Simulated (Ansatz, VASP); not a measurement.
# Two plane-wave programs on Cu3H

```
CELL_PARAMETERS angstrom
4.46032 0.00000 0.00000
0.00000 4.46032 0.00000
0.00000 0.00000 4.46032
ATOMIC_POSITIONS crystal
Cu 0.25000 0.00000 0.50000
Cu 0.50000 0.75000 0.00000
Cu 0.75000 0.00000 0.50000
Cu 0.50000 0.25000 0.00000
Cu 0.00000 0.50000 0.75000
Cu 0.00000 0.50000 0.25000
H 0.00000 0.00000 0.00000
H 0.50000 0.50000 0.50000
```

Change from the starting cell: species swapped into the SiMo3 type (Pm-3n, No. 223).

Alike in both runs: functional PBE; k mesh 8 × 8 × 8; occupations gaussian, width 0.1 eV; no spin polarisation.

Ansatz relaxed the structure, and its values are those at the end. VASP's run is a single point on that final structure, the one shown.

|  | VASP | Ansatz |
| --- | --- | --- |
| version | VASP 6.6.1 | Ansatz 0.2.0 |
| potentials or method | VASP PAW PBE potentials, release 64 (Cu, H), cutoff 520 eV | scalar-relativistic, plane waves, PAW |
| valence electrons in the cell | 68 | 116 |

|  | VASP | Ansatz | Ansatz less VASP |
| --- | --- | --- | --- |
| gap on the k mesh at the Fermi level (eV) | none | none | - |
| pressure (GPa) | 0.3 | 0.0 | -0.35 |

A gap of «none» marks a metal or a gap that the smearing closes. VASP's potentials hold 68 valence electrons a cell and Ansatz's 116, so a difference there can come from the potentials and not from the codes.
